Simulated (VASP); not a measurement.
Input of a VASP 6.6.1 run:

INCAR

```
SYSTEM = CsAs3
PREC     = Accurate       ! precision mode
ENCUT    = 520            ! plane-wave cutoff, eV
EDIFF    = 1E-7           ! SCF threshold, eV
ISMEAR   = 0              ! smearing method
SIGMA    = 0.02           ! smearing width, eV
LREAL    = .False.        ! projectors in reciprocal space
LASPH    = .True.         ! aspherical terms in the spheres
NELM     = 60             ! most SCF steps
ALGO     = Normal         ! electronic algorithm
ISIF     = 2              ! what is computed and relaxed
LWAVE    = .False.        ! write WAVECAR
LCHARG   = .False.        ! write CHGCAR
GGA      = PE             ! functional
NBANDS   = 20             ! bands
```

KPOINTS

```
Automatic mesh
0
Gamma
  8 8 6
  0 0 0
```

The input POSCAR:

```
CsAs3
1.0
    5.2348758805      0.0000000000      0.0000000000
    0.0000000000      5.2348758805      0.0000000000
    0.0000000000      0.0000000000      7.2848447729
Cs As
1 3
Direct
    0.5000000000      0.5000000000      0.5000000000
    0.0000000000      0.0000000000      0.6960207005
    0.0000000000      0.0000000000      0.3039792995
    0.0000000000      0.0000000000      0.0000000000
```

Potentials or basis: VASP PAW PBE potentials, release 64 (Cs_sv, As).

Command:

```bash
$ cat potpaw_PBE.64/Cs_sv/POTCAR potpaw_PBE.64/As/POTCAR > POTCAR
$ mpirun -np 1 vasp_std > vasp.out
```

**Question.** Estimate the pressure.

**Answer.** 0.1 GPa.

**Question.** Predict the largest force.

**Answer.** 0.079 eV/Å.

**Question.** Estimate the band gap on the k mesh.

**Answer.** 0.21 eV.

Forces on the atoms (eV/Å):
```
Cs   0.000  0.000  0.000
As   0.000  0.000 -0.079
As   0.000  0.000  0.079
As   0.000  0.000  0.000
```

Caveat: semilocal functionals underestimate gaps, and a narrow one can read as zero; spin-orbit coupling is left out, which moves the levels of the heavy elements. A k mesh can miss the band edges.
